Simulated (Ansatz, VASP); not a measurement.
## Two plane-wave programs on Hf4C

The input INCAR:

```
PREC = Accurate ; ENCUT = 600
EDIFF = 1E-6 ; ISMEAR = 0
SIGMA = 0.2 ; LREAL = False
LASPH = True ; NELM = 60
ALGO = Normal ; ISIF = 3
LWAVE = False ; LCHARG = False
GGA = PE ; IBRION = 2
NSW = 36 ; EDIFFG = -0.08
```

KPOINTS

```
Automatic mesh
0
Gamma
  6 6 6
```

The input POSCAR:

```
Hf4C
1.0
    1.6000000000      0.9237604300     10.0000000000
   -1.6000000000      0.9237604300     10.0000000000
    0.0000000000     -1.8475208600     10.0000000000
Hf C
4 1
Direct
    0.6250000000      0.6250000000      0.6250000000
    0.3750000000      0.3750000000      0.3750000000
    0.1250000000      0.1250000000      0.1250000000
    0.8750000000      0.8750000000      0.8750000000
    0.0000000000      0.0000000000      0.0000000000
```

Input for Ansatz:

```yaml
crystal:
  lattice:
    - [1.6, 0.92376043, 10.0]
    - [-1.6, 0.92376043, 10.0]
    - [0.0, -1.84752086, 10.0]
  atoms:
    - { symbol: Hf, position: [0.625, 0.625, 0.625] }
    - { symbol: Hf, position: [0.375, 0.375, 0.375] }
    - { symbol: Hf, position: [0.125, 0.125, 0.125] }
    - { symbol: Hf, position: [0.875, 0.875, 0.875] }
    - { symbol: C, position: [0.0, 0.0, 0.0] }
basis:
  ecutwfc: 420
kpoints:
  mp_grid: { grid: [6, 6, 6] }
hamiltonian:
  xc: pbe
scf:
  occupations: { method: gaussian, width: 0.2 }
  lower_state_search: "off"
output:
  forces: true
  stress: true
  eigenvalues: true
relax:
  adjacent_minimum: "off"
  f_tol: 0.08
  max_steps: 16
  cell: { stress_tol: 0.8 }
```

Alike in both runs: task relaxation of cell and atoms; functional PBE; k mesh 6 × 6 × 6; occupations gaussian, width 0.2 eV; no spin polarisation.

```csv
,VASP,Ansatz
version,VASP 6.6.1,Ansatz 0.2.0
potentials or method,"VASP PAW PBE potentials, release 64 (Hf_pv, C), cutoff 600 eV","scalar-relativistic, plane waves, PAW"
valence electrons in the cell,44,108
```

VASP gave:

```
gap on the k mesh at the Fermi level, each at its own relaxed structure (eV)  : none
relaxed volume (Å³/atom)                                                      : 19.14
relaxed length of the cell vector where the two differ most in proportion (Å) : 10.622
```

**Question.** Which values does Ansatz return?

**Answer.** gap on the k mesh at the Fermi level, each at its own relaxed structure (eV): none; relaxed volume (Å³/atom): 19.12; relaxed length of the cell vector where the two differ most in proportion (Å): 10.591.

A gap of «none» marks a metal or a gap that the smearing closes. VASP's potentials hold 44 valence electrons a cell and Ansatz's 108, so a difference there can come from the potentials and not from the codes.

The k mesh is coarse, so the values compare programs but aren't converged. Spin-orbit coupling is off throughout.
